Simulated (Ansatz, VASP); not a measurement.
## C: VASP beside Ansatz

INCAR

```
  ALGO = Normal
  EDIFF = 1E-6
  ENCUT = 520
  GGA = PE
  ISIF = 2
  ISMEAR = 0
  LASPH = T
  LCHARG = T
  LELF = T
  LREAL = F
  LVHAR = T
  LWAVE = F
  NBANDS = 11
  NELM = 60
  PREC = Accurate
  SIGMA = 0.05
```

KPOINTS

```
k-points
0
Gamma
  12 12 12
```

Contents of POSCAR:

```
C
1.0
    0.0000000000      1.9354073431      1.7545907401
    1.6675308942      0.0000000000      1.7545907401
    1.6675308942      1.9354073431      0.0000000000
C
2
Direct
    0.5000000000      0.5000000000      0.5000000000
    0.7500000000      0.7500000000      0.7500000000
```

Input for Ansatz:

```yaml
crystal:
  lattice:
    - [0.0, 1.9354073431, 1.7545907401]
    - [1.6675308942, 0.0, 1.7545907401]
    - [1.6675308942, 1.9354073431, 0.0]
  atoms:
    - { symbol: C, position: [0.5, 0.5, 0.5] }
    - { symbol: C, position: [0.75, 0.75, 0.75] }
basis:
  ecutwfc: 520.0
kpoints:
  mp_grid: { grid: [12, 12, 12] }
hamiltonian:
  xc: pbe
  pseudopotentials: { kind: paw, azcp: { folder: soft_1 } }
scf:
  occupations: { method: gaussian, width: 0.05 }
output:
  forces: true
  stress: true
  eigenvalues: true
```

Change from the starting cell: strain +e along x and -e along y -0.0750, strain +e along z and -e/2 along x and y -0.0175.

Alike in both runs: task single point; functional PBE; k mesh 12 × 12 × 12; occupations gaussian, width 0.05 eV; no spin polarisation.

```csv
,VASP,Ansatz
version,VASP 6.6.1,Ansatz 0.2.0
potentials or method,"VASP PAW PBE potentials, release 64 (C), cutoff 520 eV","scalar-relativistic, plane waves, PAW"
valence electrons in the cell,8,8
```

VASP gave:

- gap on the k mesh at the Fermi level (eV): 1.71
- least direct gap on the mesh (eV): 3.95
- pressure (GPa): 3.7
- traceless stress, the component that is largest in VASP (GPa): -84.67

What did Ansatz give for the same quantities?

gap on the k mesh at the Fermi level (eV): 1.72; least direct gap on the mesh (eV): 3.96; pressure (GPa): 3.1; traceless stress, the component that is largest in VASP (GPa): -84.68.

The functional is the same, so the differences come from potentials, cutoffs and numerics.
